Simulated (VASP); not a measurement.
# TePb (P1) in VASP: relaxation of the atoms with pbe exchange, lda correlation

Aim: the relaxation of the atoms of TePb with pbe exchange, lda correlation.

Program: VASP 6.6.1. These are calculated values, not measurements. Logs are shortened: lines on timing, memory, paths and dates and some standing lists are left out, and cuts for length are marked.

## 1. The cell of the first run

The typed cell holds 2 atoms: a = 4.569 Å, b = 4.569 Å, c = 4.569 Å, α = 60.00°, β = 60.00°, γ = 60.00°.

## 2. Relaxation of the atoms, pbe exchange, lda correlation (atoms moved at random)

INCAR reads:

```
SYSTEM = TePb
PREC     = Accurate       ! precision mode
ENCUT    = 450            ! plane-wave cutoff, eV
EDIFF    = 1E-7           ! SCF threshold, eV
ISMEAR   = 0              ! smearing method
SIGMA    = 0.01           ! smearing width, eV
LREAL    = .FALSE.        ! projectors in reciprocal space
LASPH    = .TRUE.         ! aspherical terms in the spheres
NELM     = 120            ! most SCF steps
ALGO     = Normal         ! electronic algorithm
ISIF     = 2              ! what is computed and relaxed
LWAVE    = .FALSE.        ! write WAVECAR
LCHARG   = .FALSE.        ! write CHGCAR
GGA      = LIBXC          ! functional
LIBXC1   = GGA_X_PBE    
LIBXC2   = LDA_C_PW     
IBRION   = 2              ! ionic algorithm
NSW      = 80             ! ionic steps
EDIFFG   = -0.02          ! ionic threshold
GGA_COMPAT= .FALSE.      
NELMIN   = 4
```

KPOINTS reads:

```
Automatic mesh
0
G
  5 5 5
  0 0 0
```

POSCAR reads:

```
TePb
1.0
    0.0000000000      3.2310000000      3.2310000000
    3.2310000000      0.0000000000      3.2310000000
    3.2310000000      3.2310000000      0.0000000000
Pb Te
1 1
Direct
   -0.0037870000      0.0065530000     -0.0046550000
    0.4921380000      0.5006470000      0.5007770000
```

Potentials or basis: VASP PAW PBE potentials, release 64 (Pb_d, Te).

On the command line:

```console
$ cat potpaw_PBE.64/Pb_d/POTCAR potpaw_PBE.64/Te/POTCAR > POTCAR
$ mpirun -np 1 vasp_std > vasp.out
```

OUTCAR:

```text
SYSTEM = TePb
   PREC = Accurate
   ENCUT = 450
   EDIFF = 1E-7
   ISMEAR = 0
   LREAL = .FALSE.
   LASPH = .TRUE.
   NELM = 120
   ISIF = 2
   GGA = LIBXC
   IBRION = 2
   NSW = 80
   EDIFFG = -0.02
   NELMIN = 4

 ion  position               nearest neighbor table
   1  0.996  0.007  0.995-   2 3.20   2 3.23   2 3.23   2 3.23   2 3.24   2 3.26
   2  0.492  0.501  0.501-   1 3.20   1 3.23   1 3.23   1 3.23   1 3.24   1 3.26

  LATTYP: Found a face centered cubic cell.
 ALAT       =     6.4620000000

  Lattice vectors:

 A1 = (   0.0000000000,   3.2310000000,   3.2310000000)
 A2 = (   3.2310000000,   0.0000000000,   3.2310000000)
 A3 = (   3.2310000000,   3.2310000000,   0.0000000000)

Analysis of symmetry for initial positions (statically):
=====================================================================
 Subroutine PRICEL returns:
 Original cell was already a primitive cell.

 Routine SETGRP: Setting up the symmetry group for a
 face centered cubic supercell.

 Subroutine GETGRP returns: Found  1 space group operations
 (whereof  1 operations were pure point group operations)
 out of a pool of 48 trial point group operations.

The static configuration has the point symmetry C_1 .

Analysis of symmetry for dynamics (positions and initial velocities):
=====================================================================
 Subroutine PRICEL returns:
 Original cell was already a primitive cell.

 Routine SETGRP: Setting up the symmetry group for a
 face centered cubic supercell.

 Subroutine GETGRP returns: Found  1 space group operations
 (whereof  1 operations were pure point group operations)
 out of a pool of 48 trial point group operations.

The dynamic configuration has the point symmetry C_1 .

 Subroutine INISYM returns: Found  1 space group operations
 (whereof  1 operations are pure point group operations),
 and found     1 'primitive' translations

----------------------------------------------------------------------------------------

                                     Primitive cell

  volume of cell :      67.4592

  direct lattice vectors                    reciprocal lattice vectors
     0.000000000  3.231000000  3.231000000    -0.154750851  0.154750851  0.154750851
     3.231000000  0.000000000  3.231000000     0.154750851 -0.154750851  0.154750851
     3.231000000  3.231000000  0.000000000     0.154750851  0.154750851 -0.154750851

  length of vectors
     4.569324020  4.569324020  4.569324020     0.268036337  0.268036337  0.268036337

  position of ions in fractional coordinates (direct lattice)
     0.996213000  0.006553000  0.995345000
     0.492138000  0.500647000  0.500777000

  ion indices of the primitive-cell ions
   primitive index   ion index
                 1           1
                 2           2

----------------------------------------------------------------------------------------

 KPOINTS: Automatic mesh

Automatic generation of k-mesh.
 Grid dimensions read from file:
 generate k-points for:    5    5    5

 Generating k-lattice:

  Cartesian coordinates                     Fractional coordinates (reciprocal lattice)
    -0.030950170  0.030950170  0.030950170     0.200000000  0.000000000  0.000000000
     0.030950170 -0.030950170  0.030950170     0.000000000  0.200000000  0.000000000
     0.030950170  0.030950170 -0.030950170     0.000000000  0.000000000  0.200000000

  Length of vectors
     0.053607267  0.053607267  0.053607267

  Shift w.r.t. Gamma in fractional coordinates (k-lattice)
     0.000000000  0.000000000  0.000000000

 Subroutine IBZKPT returns following result:
 ===========================================

 Found     63 irreducible k-points:

 Following reciprocal coordinates:
            Coordinates               Weight
  0.000000  0.000000  0.000000      1.000000
  0.200000  0.000000  0.000000      2.000000
  0.000000  0.200000  0.000000      2.000000
  0.000000  0.000000  0.200000      2.000000
  0.200000  0.200000  0.200000      2.000000
  0.400000  0.000000  0.000000      2.000000
[... 16 lines left out ...]
  0.200000  0.400000  0.400000      2.000000
  0.400000  0.000000  0.200000      2.000000
 [... further k-points ...]
   k-points           NKPTS =     63   k-points in BZ     NKDIM =     63   number of bands    NBANDS=     14
   number of dos      NEDOS =    301   number of ions     NIONS =      2
   total plane-waves  NPLWV =  32768
   dimension x,y,z NGX =    32 NGY =   32 NGZ =   32
   dimension x,y,z NGXF=    64 NGYF=   64 NGZF=   64
   ions per type =               1   1
   NGX,Y,Z   is equivalent  to a cutoff of  11.64, 11.64, 11.64 a.u.
   NGXF,Y,Z  is equivalent  to a cutoff of  23.29, 23.29, 23.29 a.u.
 SYSTEM =  TePb
   PREC   = accura    normal or accurate (medium, high low for compatibility)
   ISTART =      0    job   : 0-new  1-cont  2-samecut
   ICHARG =      2    charge: 1-file 2-atom 10-const
   ISPIN  =      1    spin polarized calculation?
   LNONCOLLINEAR =      F non collinear calculations
   LSORBIT =      F    spin-orbit coupling
   LASPH  =      T    aspherical Exc in radial PAW
   ENCUT  =  450.0 eV  33.07 Ry    5.75 a.u.   7.90  7.90  7.90*2*pi/ulx,y,z
   NELM   =    120;   NELMIN=  4; NELMDL= -5     # of ELM steps
   EDIFF  = 0.1E-06   stopping-criterion for ELM
   LREAL  =      F    real-space projection
   EDIFFG = -.2E-01   stopping-criterion for IOM
   NSW    =     80    number of steps for IOM
   IBRION =      2    ionic relax: 0-MD 1-quasi-New 2-CG
   NFREE  =      1    steps in history (QN), initial steepest desc. (CG)
   ISIF   =      2    stress and relaxation
   ISYM   =      2    0-nonsym 1-usesym 2-fastsym
   POTIM  = 0.5000    time-step for ionic-motion
   TEBEG  =    0.0;   TEEND  =   0.0 temperature during run
   PSTRESS=    0.0 pullay stress
   NELECT =      20.0000    total number of electrons
   NUPDOWN=      -1.0000    fix difference up-down
   EMIN   =  10.00;   EMAX   =-10.00  energy-range for DOS
   EFERMI =   0.00;   METHOD = LEGACY
   ISMEAR =     0;   SIGMA  =   0.01  broadening in eV -4-tet -1-fermi 0-gaus
   EFERMI_NEDOS =   21; number of points for ismear=-14 and -15
   IALGO  =     38    algorithm
   IMIX   =      4    mixing-type and parameters
     AMIX     =   0.40;   BMIX     =  1.00
     AMIX_MAG =   1.60;   BMIX_MAG =  1.00
  volume/ion in A,a.u.               =      33.73       227.62
  Fermi-wavevector in a.u.,A,eV,Ry     =   1.091619  2.062861 16.213147  1.191633
  Thomas-Fermi vector in A             =   2.227868
   LORBIT       =      0    0 simple, 1 ext, 2 COOP (PROOUT), +10 PAW based schemes
   GGA     = LIBXC    functional components
   LHFCALC =     F    Hartree Fock is set to
   AEXX    =    0.0000 exact exchange contribution
   IVDW    =     0    specifies the selected vdW correction
   LEPSILON=     F    determine dielectric tensor
   LRPA    =     F    only Hartree local field effects (RPA)
 conjugate gradient relaxation of ions
 non-spin polarized calculation
 Gauss-broadening in eV      SIGMA  =   0.01
  energy-cutoff  :      450.00
  volume of cell :       67.46
 maximum number of plane-waves:      1476
   NGX = 15   NGY = 15   NGZ = 15

 number of electron      20.0000000 magnetization

 Free energy of the ion-electron system (eV)
  ---------------------------------------------------
  ext. energy  EPLUGINS =         0.00000000
  ---------------------------------------------------
  free energy    TOTEN  =        -5.89087504 eV

  energy without entropy =       -5.89087504  energy(sigma->0) =       -5.89087504

 E-fermi :   5.6077     XC(G=0):  -8.9964

 val. band max:        5.4990843199   @ k =  -0.2000   0.2000   0.0000
 cond. band min:       6.8806216162   @ k =   0.4000   0.0000   0.0000
 fundamental gap:      1.3815372963
 Fermi energy:         5.6076986372

 k-point     1 :       0.0000    0.0000    0.0000
  band No.  band energies     occupation
      1     -11.2723      2.00000
      2     -11.2722      2.00000
      3     -11.2621      2.00000
      4     -11.2619      2.00000
      5     -11.2619      2.00000
      6      -6.3604      2.00000
      7      -0.1162      2.00000
      8       4.3121      2.00000
      9       4.3146      2.00000
     10       4.3147      2.00000
     11       9.6895      0.00000
     12       9.6896      0.00000
     13       9.6968      0.00000
     14      11.7854      0.00000

 k-point     2 :       0.2000    0.0000    0.0000
  band No.  band energies     occupation
      1     -11.2767      2.00000
      2     -11.2766      2.00000
      3     -11.2610      2.00000
      4     -11.2569      2.00000
      5     -11.2568      2.00000
      6      -6.0278      2.00000
      7      -1.0653      2.00000
      8       4.4253      2.00000
      9       4.4272      2.00000
     10       4.8224      2.00000
     11       8.3474      0.00000
     12       8.5397      0.00000
     13       8.5463      0.00000
     14      11.8193      0.00000

 k-point     3 :       0.0000    0.2000    0.0000
  band No.  band energies     occupation
      1     -11.2767      2.00000
      2     -11.2766      2.00000
      3     -11.2610      2.00000
      4     -11.2569      2.00000
      5     -11.2568      2.00000
      6      -6.0279      2.00000
      7      -1.0650      2.00000
      8       4.4249      2.00000
      9       4.4274      2.00000
     10       4.8226      2.00000
     11       8.3478      0.00000
     12       8.5393      0.00000
     13       8.5456      0.00000
     14      11.8198      0.00000
[... 324 lines left out ...]
 k-point    23 :       0.2000    0.4000    0.4000
  band No.  band energies     occupation
      1     -11.2999      2.00000
      2     -11.2728      2.00000
      3     -11.2631      2.00000
      4     -11.2486      2.00000
      5     -11.2454      2.00000
      6      -5.2591      2.00000
      7      -2.0873      2.00000
      8       3.5303      2.00000
      9       3.6588      2.00000
     10       3.9594      2.00000
     11       8.6332      0.00000
     12       9.1523      0.00000
     13       9.2225      0.00000
     14      10.9787      0.00000

 k-point    24 :       0.4000    0.0000    0.2000
  band No.  band energies     occupation
      1     -11.2999      2.00000
      2     -11.2728      2.00000
      3     -11.2631      2.00000
      4     -11.2486      2.00000
      5     -11.2454      2.00000
      6      -5.2590      2.00000
      7      -2.0875      2.00000
      8       3.5316      2.00000
      9       3.6582      2.00000
     10       3.9587      2.00000
     11       8.6337      0.00000
     12       9.1547      0.00000
     13       9.2197      0.00000
     14      10.9791      0.00000

 [... further k-points ...]
[... 5 lines left out ...]
  --------------------------------------------------------------------------------------
  -------------------------------------------------------------------------------------
  Total        3.0219154      3.0223118      3.0396864     -0.0000336     -0.0004283      0.0001565
  in kB       71.7714995     71.7809121     72.1935661     -0.0007990     -0.0101734      0.0037173
  external PRESSURE =      71.9153259 kB  Pullay stress =       0.0000000 kB

 VOLUME and BASIS-vectors are now :
 -----------------------------------------------------------------------------
  energy-cutoff  :      450.00
  volume of cell :       67.46
      direct lattice vectors                 reciprocal lattice vectors
     0.000000000  3.231000000  3.231000000    -0.154750851  0.154750851  0.154750851
     3.231000000  0.000000000  3.231000000     0.154750851 -0.154750851  0.154750851
     3.231000000  3.231000000  0.000000000     0.154750851  0.154750851 -0.154750851

 POSITION                                       TOTAL-FORCE (eV/Angst)
 -----------------------------------------------------------------------------------
      3.23713      6.43472      3.23994        -0.000693      0.001973     -0.015827
      3.23560      3.20811      3.20769         0.000693     -0.001973      0.015827
 -----------------------------------------------------------------------------------
    total drift:                                0.000070     -0.000291      0.000076

  FREE ENERGIE OF THE ION-ELECTRON SYSTEM (eV)
  ---------------------------------------------------
  free  energy   TOTEN  =        -5.8908750410 eV

  energy  without entropy=       -5.8908750410  energy(sigma->0) =       -5.89087504

 reached required accuracy - stopping structural energy minimisation
```

Wall time 34 s (1 thread of Intel Xeon 6975P-C (Granite Rapids), shared host); peak memory 0.2 GiB.

Results:

```yaml
Free_energy: -5.8909 eV
Pressure_after_relaxing: 7.2 GPa
Largest_force_after_relaxing: 0.016 eV/Å
Band_gap_on_the_k_mesh: 1.38 eV
```

Forces in eV/Å, atoms in the order of the input:
```
Pb  -0.001  0.002 -0.016
Te   0.001 -0.002  0.016
```

Final structure:
```cif
data_structure
_symmetry_space_group_name_H-M 'P 1'
_symmetry_Int_Tables_number 1
_cell_length_a 4.5693
_cell_length_b 4.5693
_cell_length_c 4.5693
_cell_angle_alpha 60.000
_cell_angle_beta 60.000
_cell_angle_gamma 60.000
_cell_volume 67.46
loop_
_atom_site_label
_atom_site_type_symbol
_atom_site_fract_x
_atom_site_fract_y
_atom_site_fract_z
_atom_site_occupancy
Pb1 Pb 0.99621 0.00655 0.99534 1
Te1 Te 0.49214 0.50065 0.50078 1
```

Caveat: the cell differs from its parent crystal (atoms moved at random); the relaxation stopped at its first step, so nothing moved; the PAW data sets were made with another functional, which shifts forces and pressure a little; spin-orbit coupling is left out, which moves the levels of the heavy elements. A k mesh can miss the band edges.
